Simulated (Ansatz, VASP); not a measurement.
## InP: VASP beside Ansatz

```
CELL_PARAMETERS angstrom
3.98689 0.00000 0.00000
-1.99345 3.45275 0.00000
0.00000 0.00000 6.40742
ATOMIC_POSITIONS crystal
In 0.00000 0.00000 0.00000
In 0.33333 0.66667 0.50000
P 0.66667 0.33333 0.25000
P 0.66667 0.33333 0.75000
```

Alike in both runs: functional PBE; k mesh 12 × 12 × 6; occupations gaussian, width 0.1 eV; no spin polarisation.

Ansatz relaxed the structure, and its values are those at the end. VASP's run is a single point on that final structure, the one shown.

```csv
,VASP,Ansatz
version,VASP 6.6.1,Ansatz 0.2.0
potentials or method,"VASP PAW PBE potentials, release 64 (In_d, P), cutoff 520 eV","scalar-relativistic, plane waves, PAW"
valence electrons in the cell,36,36
```

|  | VASP | Ansatz | Ansatz less VASP |
| --- | --- | --- | --- |
| gap on the k mesh at the Fermi level (eV) | none | none | - |
| pressure (GPa) | 0.0 | 0.0 | +0.05 |

A gap of «none» marks a metal or a gap that the smearing closes. With one functional, cell and mesh, what is left measures potentials, basis and numerics.
